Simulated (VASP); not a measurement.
# SrO (P6_3/mmc) in VASP: single point with PBE

Aim: the single point of SrO with PBE.

Everything below comes from runs of VASP 6.6.1. Logs are shortened: lines on timing, memory, paths and dates and some standing lists are left out, and cuts for length are marked.

**1. The cell of the first run**

It takes space group P6_3/mmc (No. 194, hexagonal). Conventional cell: a = 4.270 Å, b = 4.270 Å, c = 4.953 Å, α = 90.00°, β = 90.00°, γ = 120.00°. Within 3.3 Å of Sr (site symmetry -6m2) lie 5 O at 2.47 to 2.48 Å. O (site symmetry -6m2) has 5 Sr at 2.47 to 2.48 Å within 3.3 Å.

**2. Single point, PBE (uniaxial z strain -3.7%)**

The input, INCAR:

```
SYSTEM = SrO
PREC = Accurate
ENCUT = 520
EDIFF = 1E-7
ISMEAR = -1
SIGMA = 0.02
LREAL = .FALSE.
LASPH = .TRUE.
NELM = 100
ALGO = Normal
ISIF = 2
LWAVE = .FALSE.
LCHARG = .FALSE.
GGA = PE
NBANDS = 24
```

The input, KPOINTS:

```
regular mesh
0
G
  12 12 6
  0 0 0
```

The input, POSCAR:

```
SrO
1.0
    4.2700192582      0.0000000000      0.0000000000
   -2.1350096291      3.6979451522      0.0000000000
    0.0000000000      0.0000000000      4.9525830079
Sr O
2 2
Direct
    0.3333333333      0.6666666667      0.9375000000
    0.6666666667      0.3333333333      0.4375000000
    0.3333333333      0.6666666667      0.4375000000
    0.6666666667      0.3333333333      0.9375000000
```

Potentials or basis: VASP PAW PBE potentials, release 64 (Sr_sv, O).

Command:

```bash
cat potpaw_PBE.64/Sr_sv/POTCAR potpaw_PBE.64/O/POTCAR > POTCAR
mpirun -np 1 vasp_std > vasp.out
```

OUTCAR:

```text
SYSTEM = SrO
   PREC = Accurate
   ENCUT = 520
   EDIFF = 1E-7
   ISMEAR = -1
   LREAL = .FALSE.
   LASPH = .TRUE.
   NELM = 100
   ISIF = 2
   GGA = PE

 ion  position               nearest neighbor table
   1  0.333  0.667  0.938-   4 2.47   4 2.47   4 2.47   3 2.48   3 2.48   2 3.49   2 3.49   2 3.49
                             2 3.49   2 3.49   2 3.49
   2  0.667  0.333  0.438-   3 2.47   3 2.47   3 2.47   4 2.48   4 2.48   1 3.49   1 3.49   1 3.49
                             1 3.49   1 3.49   1 3.49
   3  0.333  0.667  0.438-   2 2.47   2 2.47   2 2.47   1 2.48   1 2.48
   4  0.667  0.333  0.938-   1 2.47   1 2.47   1 2.47   2 2.48   2 2.48

  LATTYP: Found a hexagonal cell.
 ALAT       =     4.2700192582
 C/A-ratio  =     1.1598502743

  Lattice vectors:

 A1 = (   4.2700192582,   0.0000000000,   0.0000000000)
 A2 = (  -2.1350096291,   3.6979451522,   0.0000000000)
 A3 = (   0.0000000000,   0.0000000000,   4.9525830079)

Analysis of symmetry for initial positions (statically):
=====================================================================
 Subroutine PRICEL returns:
 Original cell was already a primitive cell.

 Routine SETGRP: Setting up the symmetry group for a
 hexagonal supercell.

 Subroutine GETGRP returns: Found 24 space group operations
 (whereof  6 operations were pure point group operations)
 out of a pool of 24 trial point group operations.

The static configuration has the point symmetry C_3v.
 The point group associated with its full space group is D_6h.

Analysis of symmetry for dynamics (positions and initial velocities):
=====================================================================
 Subroutine PRICEL returns:
 Original cell was already a primitive cell.

 Routine SETGRP: Setting up the symmetry group for a
 hexagonal supercell.

 Subroutine GETGRP returns: Found 24 space group operations
 (whereof  6 operations were pure point group operations)
 out of a pool of 24 trial point group operations.

The dynamic configuration has the point symmetry C_3v.
 The point group associated with its full space group is D_6h.

 Subroutine INISYM returns: Found 24 space group operations
 (whereof  6 operations are pure point group operations),
 and found     1 'primitive' translations

----------------------------------------------------------------------------------------

                                     Primitive cell

  volume of cell :      78.2028

  direct lattice vectors                    reciprocal lattice vectors
     4.270019258  0.000000000  0.000000000     0.234190981  0.135210226  0.000000000
    -2.135009629  3.697945152  0.000000000     0.000000000  0.270420452  0.000000000
[... 87 lines left out ...]
   ENCUT  =  520.0 eV  38.22 Ry    6.18 a.u.   7.94  7.94  9.21*2*pi/ulx,y,z
   NELM   =    100;   NELMIN=  2; NELMDL= -5     # of ELM steps
   EDIFF  = 0.1E-06   stopping-criterion for ELM
   LREAL  =      F    real-space projection
   EDIFFG = 0.1E-05   stopping-criterion for IOM
   NSW    =      0    number of steps for IOM
   IBRION =     -1    ionic relax: 0-MD 1-quasi-New 2-CG
   NFREE  =      0    steps in history (QN), initial steepest desc. (CG)
   ISIF   =      2    stress and relaxation
   ISYM   =      2    0-nonsym 1-usesym 2-fastsym
   POTIM  = 0.5000    time-step for ionic-motion
   TEBEG  =    0.0;   TEEND  =   0.0 temperature during run
   PSTRESS=    0.0 pullay stress
   NELECT =      32.0000    total number of electrons
   NUPDOWN=      -1.0000    fix difference up-down
   EMIN   =  10.00;   EMAX   =-10.00  energy-range for DOS
   EFERMI =   0.00;   METHOD = LEGACY
   ISMEAR =    -1;   SIGMA  =   0.02  broadening in eV -4-tet -1-fermi 0-gaus
   EFERMI_NEDOS =   21; number of points for ismear=-14 and -15
   IALGO  =     38    algorithm
   IMIX   =      4    mixing-type and parameters
     AMIX     =   0.40;   BMIX     =  1.00
     AMIX_MAG =   1.60;   BMIX_MAG =  1.00
  volume/ion in A,a.u.               =      19.55       131.93
  Fermi-wavevector in a.u.,A,eV,Ry     =   1.215395  2.296764 20.098324  1.477185
  Thomas-Fermi vector in A             =   2.350783
   LORBIT       =      0    0 simple, 1 ext, 2 COOP (PROOUT), +10 PAW based schemes
   GGA     = PE    functional components
   LHFCALC =     F    Hartree Fock is set to
   AEXX    =    0.0000 exact exchange contribution
   IVDW    =     0    specifies the selected vdW correction
   LEPSILON=     F    determine dielectric tensor
   LRPA    =     F    only Hartree local field effects (RPA)
 non-spin polarized calculation
  energy-cutoff  :      520.00
  volume of cell :       78.20
 maximum number of plane-waves:      2130
 NGX is ok and might be reduce to    32
   NGX = 15   NGY = 15   NGZ = 19

 number of electron      31.9999994 magnetization

 Free energy of the ion-electron system (eV)
  ---------------------------------------------------
  ext. energy  EPLUGINS =         0.00000000
  ---------------------------------------------------
  free energy    TOTEN  =       -23.78738694 eV

  energy without entropy =      -23.78738694  energy(sigma->0) =      -23.78738694

 E-fermi :   1.4934     XC(G=0):  -9.1122

 val. band max:        1.0499153615   @ k =   0.0000   0.0000   0.0000
 cond. band min:       3.6429968267   @ k =   0.0000   0.0000   0.0000
 fundamental gap:      2.5930814652
 Fermi energy:         1.4934071215

 k-point     1 :       0.0000    0.0000    0.0000
  band No.  band energies     occupation
      1     -31.3229      2.00000
      2     -31.1078      2.00000
      3     -14.1837      2.00000
      4     -14.1483      2.00000
      5     -13.9323      2.00000
      6     -13.5158      2.00000
[... 637 lines left out ...]
     23       9.9651      0.00000
     24      10.2881      0.00000

 [... further k-points ...]
[... 5 lines left out ...]
  --------------------------------------------------------------------------------------
  -------------------------------------------------------------------------------------
  Total        1.5974918      1.5974918      4.7532286      0.0000000      0.0000000      0.0000000
  in kB       32.7285798     32.7285798     97.3816705      0.0000000      0.0000000      0.0000000
  external PRESSURE =      54.2796101 kB  Pullay stress =       0.0000000 kB

 VOLUME and BASIS-vectors are now :
 -----------------------------------------------------------------------------
  energy-cutoff  :      520.00
  volume of cell :       78.20
      direct lattice vectors                 reciprocal lattice vectors
     4.270019258  0.000000000  0.000000000     0.234190981  0.135210226  0.000000000
    -2.135009629  3.697945152  0.000000000     0.000000000  0.270420452  0.000000000
     0.000000000  0.000000000  4.952583008     0.000000000  0.000000000  0.201914839

 POSITION                                       TOTAL-FORCE (eV/Angst)
 -----------------------------------------------------------------------------------
     -0.00000      2.46530      4.64305         0.000000     -0.000000     -0.000000
      2.13501      1.23265      2.16676        -0.000000      0.000000     -0.000000
     -0.00000      2.46530      2.16676         0.000000      0.000000      0.000000
      2.13501      1.23265      4.64305        -0.000000      0.000000     -0.000000
 -----------------------------------------------------------------------------------
    total drift:                               -0.000000      0.000000      0.000000

  FREE ENERGIE OF THE ION-ELECTRON SYSTEM (eV)
  ---------------------------------------------------
  free  energy   TOTEN  =       -23.7873869382 eV

  energy  without entropy=      -23.7873869382  energy(sigma->0) =      -23.78738694
```

OSZICAR:

```text
N       E                     dE             d eps       ncg     rms          rms(c)
DAV:   1     0.194751177347E+03    0.19475E+03   -0.16404E+04  3648   0.125E+03
DAV:   2    -0.160052188343E+02   -0.21076E+03   -0.19647E+03  4976   0.289E+02
DAV:   3    -0.292971503852E+02   -0.13292E+02   -0.13203E+02  5656   0.670E+01
DAV:   4    -0.296920483948E+02   -0.39490E+00   -0.39459E+00  5160   0.945E+00
DAV:   5    -0.296972101786E+02   -0.51618E-02   -0.51617E-02  5216   0.104E+00    0.259E+01
DAV:   6    -0.240730227586E+02    0.56242E+01   -0.25486E+01  4184   0.270E+01    0.311E+01
DAV:   7    -0.239055379325E+02    0.16748E+00   -0.19147E+00  5008   0.785E+00    0.186E+01
DAV:   8    -0.237843807215E+02    0.12116E+00   -0.55901E-01  4480   0.511E+00    0.272E+00
DAV:   9    -0.237800083006E+02    0.43724E-02   -0.67778E-02  4936   0.163E+00    0.480E-01
DAV:  10    -0.237867194130E+02   -0.67111E-02   -0.77792E-03  3944   0.556E-01    0.265E-01
DAV:  11    -0.237870390359E+02   -0.31962E-03   -0.25468E-03  4632   0.286E-01    0.132E-01
DAV:  12    -0.237874013801E+02   -0.36234E-03   -0.73506E-04  3896   0.137E-01    0.470E-02
DAV:  13    -0.237873855724E+02    0.15808E-04   -0.63238E-05  4832   0.469E-02    0.182E-02
DAV:  14    -0.237873869082E+02   -0.13358E-05   -0.12113E-05  4232   0.208E-02    0.347E-03
DAV:  15    -0.237873870522E+02   -0.14401E-06   -0.16850E-06  5360   0.705E-03    0.328E-03
DAV:  16    -0.237873869392E+02    0.11306E-06   -0.11126E-07  3536   0.228E-03    0.234E-03
DAV:  17    -0.237873869382E+02    0.94087E-09   -0.21606E-08  3024   0.105E-03
   1 F= -.23787387E+02 E0= -.23787387E+02  d E =-.119873E-11
```

stdout:

```text
POSCAR found type information on POSCAR SrO
 POSCAR found :  2 types and       4 ions
 scaLAPACK will be used
 LDA part: xc-table for (Slater+PW92), standard interpolation
 POSCAR, INCAR and KPOINTS ok, starting setup
 FFT: planning ... GRIDC
 FFT: planning ... GRID_SOFT
 FFT: planning ... GRID
 WAVECAR not read
 entering main loop
```

Run time: 53 s. Hardware: 1 thread of Intel Xeon 6975P-C (Granite Rapids), shared host; peak memory 0.27 GiB.

Results:

```
Free energy            : -23.7874 eV
Pressure               : 5.4 GPa
Band gap on the k mesh : 2.59 eV, direct
```

Caveat: the cell differs from its parent crystal (uniaxial z strain -3.7%). A k mesh can miss the band edges.
